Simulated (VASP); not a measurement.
A run of VASP 6.6.1 is set up as follows.

Contents of INCAR:

```
PREC = Accurate ; ENCUT = 520
EDIFF = 1E-6 ; ISMEAR = 0
SIGMA = 0.1 ; LREAL = False
LASPH = True ; NELM = 100
ALGO = Fast ; ISIF = 2
LWAVE = False ; LCHARG = False
GGA = PE ; NBANDS = 10
```

KPOINTS

```
Automatic mesh
0
Gamma
  18 18 18
```

File POSCAR:

```
Re
1.0
    0.0000000000      2.0207607500      2.0207607500
    2.0207607500      0.0000000000      2.0207607500
    2.0207607500      2.0207607500      0.0000000000
Re
1
Direct
    0.0000000000      0.0000000000      0.0000000000
```

Potentials or basis: VASP PAW PBE potentials, release 64 (Re).

The run is started by

```console
$ cat potpaw_PBE.64/Re/POTCAR > POTCAR
$ mpirun -np 1 vasp_std > vasp.out
```

Problem. Predict the band gap on the k mesh.

Solution. Zero (an odd number of electrons rules out a gap without spin polarisation).

Problem. What does it give for the pressure?

Solution. -28.8 GPa.

Caveat: the cell differs from its parent crystal (strained); the cell stands under tension; spin-orbit coupling is left out, which moves the levels of the heavy elements.
